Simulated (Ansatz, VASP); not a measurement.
One calculation of GaAs, two programs

```
Ga As
1.0
     2.85974    0.00000    0.00000
    -1.42987    2.47661    0.00000
     0.00000    0.00000    5.41732
Ga As
1 1
Direct
  0.00000 0.00000 0.50000
  0.00000 0.00000 0.00000
```

Alike in both runs: functional PBE; k mesh 24 × 24 × 12; occupations gaussian, width 0.1 eV; no spin polarisation.

Ansatz relaxed the structure, and its values are those at the end. VASP's run is a single point on that final structure, the one shown.

|  | VASP | Ansatz |
| --- | --- | --- |
| version | VASP 6.6.1 | Ansatz 0.2.0 |
| potentials or method | VASP PAW PBE potentials, release 64 (Ga_d, As), cutoff 520 eV | scalar-relativistic, plane waves, PAW |
| valence electrons in the cell | 18 | 28 |

Ansatz gave:

| Item | Value |
| --- | --- |
| gap on the k mesh at the Fermi level (eV) | none |
| pressure (GPa) | 0.0 |

Question: Estimate VASP's values.

Answer: gap on the k mesh at the Fermi level (eV): none; pressure (GPa): 0.2.

A gap of «none» marks a metal or a gap that the smearing closes. VASP's potentials hold 18 valence electrons a cell and Ansatz's 28, so a difference there can come from the potentials and not from the codes.
